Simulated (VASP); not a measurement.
Here is a VASP 6.6.1 calculation.

Contents of INCAR:

```
SYSTEM = W
  ALGO = Normal
  EDIFF = 1E-7
  ENCUT = 520
  GGA = PE
  ISIF = 2
  ISMEAR = -1
  LASPH = .True.
  LCHARG = .True.
  LELF = .True.
  LREAL = .False.
  LVHAR = .True.
  LWAVE = .False.
  NBANDS = 13
  NELM = 80
  PREC = Accurate
  SIGMA = 0.3
```

KPOINTS

```
k-points
0
Gamma
  12 12 12
  0 0 0
```

The input POSCAR:

```
W
1.0
    0.0000000000      1.9885598007      1.9885598007
    1.9885598007      0.0000000000      1.9885598007
    1.9885598007      1.9885598007      0.0000000000
W
1
Direct
    0.0000000000      0.0000000000      0.0000000000
```

Potentials or basis: VASP PAW PBE potentials, release 64 (W_sv).

The run is started by

```console
$ cat potpaw_PBE.64/W_sv/POTCAR > POTCAR
$ mpirun -np 1 vasp_std > vasp.out
```

Problem. Predict the band gap on the k mesh.

Solution. Zero (band 7 reaches 14.38 eV, above the bottom of band 8 at 10.48 eV).

Problem. What does it give for the pressure?

Solution. 16.0 GPa.

Caveat: spin-orbit coupling is left out, which moves the levels of the heavy elements.
